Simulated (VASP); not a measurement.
The system is TeO.

```
CELL_PARAMETERS angstrom
3.37687 0.00000 0.00000
-1.68844 2.92446 0.00000
0.00000 0.00000 4.54075
ATOMIC_POSITIONS crystal
Te 0.00000 0.00000 0.28364
O 0.00000 0.00000 0.81627
```

| Property | Result |
| --- | --- |
| Program | VASP 6.6.1 |
| Task | relaxation of cell and atoms |
| Functional | PBE |
| Potentials or basis | VASP PAW PBE potentials, release 64 (Te, O) |
| Cutoff | 600 eV |
| k mesh | 6 × 6 × 4 |
| Occupations | gaussian, width 0.1 eV |
| Spin | no spin polarisation |

At the start: pressure -11.2 GPa; volume 22.42 Å³/atom.

Q: How do energy, volume and symmetry change on relaxing?

A: Over 12 steps the energy falls by 261.6 meV/atom and the volume is 20.78 Å³/atom (-7.3 %); space group P6mm (No. 183, to 0.05 Å).

Step by step:
```csv
step,energy change (eV),largest force (eV/Å),pressure (GPa),volume (Å³)
1,0.0000,2.0823,-11.19,44.84
2,6.0138,32.1819,103.84,34.61
3,-0.1729,1.4997,-9.98,43.75
4,-0.3465,1.2923,-7.69,42.91
5,-0.4587,1.1732,6.28,40.20
6,-0.5179,0.3106,-1.26,41.38
7,-0.5221,0.0880,-0.04,41.15
8,-0.5221,0.0085,0.39,41.08
9,-0.5215,0.1757,-0.58,41.34
10,-0.5223,0.0654,0.05,41.17
11,-0.5226,0.0549,0.02,41.26
12,-0.5232,0.0133,0.03,41.56
```

Final structure:
```
Te O
1.0
     3.39067    0.00000    0.00000
    -1.69534    2.93641    0.00000
     0.00000    0.00000    4.17398
Te O
1 1
Cartesian
  0.0000 0.0000 1.1645
  -1.6953 2.9364 3.4265
```
